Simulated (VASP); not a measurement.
Write the native input for VASP 6.6.1 that does the following.

* Task: single point
* Functional: PBE
* Potentials or basis: VASP PAW PBE potentials, release 64 (Sc_sv, Bi_d, F)
* Cutoff: 520 eV
* k mesh: 4 × 4 × 2
* Occupations: gaussian, width 0.1 eV
* Spin: no spin polarisation
* Dipole correction: no
* Further INCAR settings: ALGO = Normal; EDIFF = 1e-06; NBANDS = 50

The structure of Sc2BiF6 lies in POSCAR:

```
Sc2BiF6
1.0
    4.1001129100      0.0000000000      0.0000000000
    0.0000000000      4.1001129100      0.0000000000
    0.0000000000      0.0000000000      8.2002258200
Sc Bi F
2 1 6
Direct
    0.5000000000      0.5000000000      0.2500000000
    0.5000000000      0.5000000000      0.7500000000
    0.0000000000      0.0000000000      0.0000000000
    0.5000000000      0.0000000000      0.0000000000
    0.5000000000      0.0000000000      0.5000000000
    0.0000000000      0.5000000000      0.0000000000
    0.0000000000      0.5000000000      0.5000000000
    0.0000000000      0.0000000000      0.2500000000
    0.0000000000      0.0000000000      0.7500000000
```

This cell differs from its parent crystal: atoms taken out.

The input as run:

INCAR

```
SYSTEM = Sc2BiF6
PREC     = Accurate       ! precision mode
ENCUT    = 520            ! plane-wave cutoff, eV
EDIFF    = 1E-6           ! SCF threshold, eV
ISMEAR   = 0              ! smearing method
SIGMA    = 0.1            ! smearing width, eV
LREAL    = .False.        ! projectors in reciprocal space
LASPH    = .True.         ! aspherical terms in the spheres
NELM     = 100            ! most SCF steps
ALGO     = Normal         ! electronic algorithm
ISIF     = 2              ! what is computed and relaxed
LWAVE    = .False.        ! write WAVECAR
LCHARG   = .True.         ! write CHGCAR
GGA      = PE             ! functional
LELF     = .True.         ! ELF
LVHAR    = .True.       
NBANDS   = 50             ! bands
```

KPOINTS

```
regular mesh
0
Gamma
  4 4 2
  0 0 0
```

Potentials or basis: VASP PAW PBE potentials, release 64 (Sc_sv, Bi_d, F).

Launch:

```bash
$ cat potpaw_PBE.64/Sc_sv/POTCAR potpaw_PBE.64/Bi_d/POTCAR potpaw_PBE.64/F/POTCAR > POTCAR
$ mpirun -np 1 vasp_std > vasp.out
```

Results of the run:

```json
{"Pressure": "17.6 GPa", "Largest force": "3.958 eV/Å", "Band gap on the k mesh": "zero (an odd number of electrons rules out a gap without spin polarisation)"}
```

Caveat: the k points lie up to 0.38 Å⁻¹ apart, too coarse for converged energies and pressures of a metal; the cell differs from its parent crystal (atoms taken out); spin-orbit coupling is left out, which moves the levels of the heavy elements; an odd number of electrons without spin polarisation forces a metal; a magnetic or distorted state may lie lower.

It took 78 s on 1 thread of AMD EPYC 7R13 Processor (Zen 3), on a shared host, peak memory 0.23 GiB.
